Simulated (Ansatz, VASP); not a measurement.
**One calculation of Au2Br, two programs**

```xyz
3
Lattice="4.0548 0.0000 0.0000 -2.0274 3.5116 0.0000 0.0000 0.0000 4.3781" Properties=species:S:1:pos:R:3 pbc="T T T"
Au    0.0000    2.3410    2.1891
Au    2.0274    1.1705    2.1891
Br    0.0000    0.0000    0.0000
```

Alike in both runs: task relaxation of cell and atoms; functional PBE; k mesh 6 × 6 × 4; occupations gaussian, width 0.1 eV; no spin polarisation.

```csv
,VASP,Ansatz
version,VASP 6.6.1,Ansatz 0.2.0
potentials or method,"VASP PAW PBE potentials, release 64 (Au, Br), cutoff 600 eV","scalar-relativistic, plane waves, PAW"
valence electrons in the cell,29,45
```

```csv
,VASP,Ansatz,Ansatz less VASP
"gap on the k mesh at the Fermi level, each at its own relaxed structure (eV)",none,none,-
relaxed volume (Å³/atom),23.16,23.15,-0.006
relaxed cell length with the largest relative difference (Å),4.651,4.650,-0.0009
```

A gap of «none» marks a metal or a gap that the smearing closes. VASP's potentials hold 29 valence electrons a cell and Ansatz's 45, so a difference there can come from the potentials and not from the codes.

Neither program's run includes spin-orbit coupling.
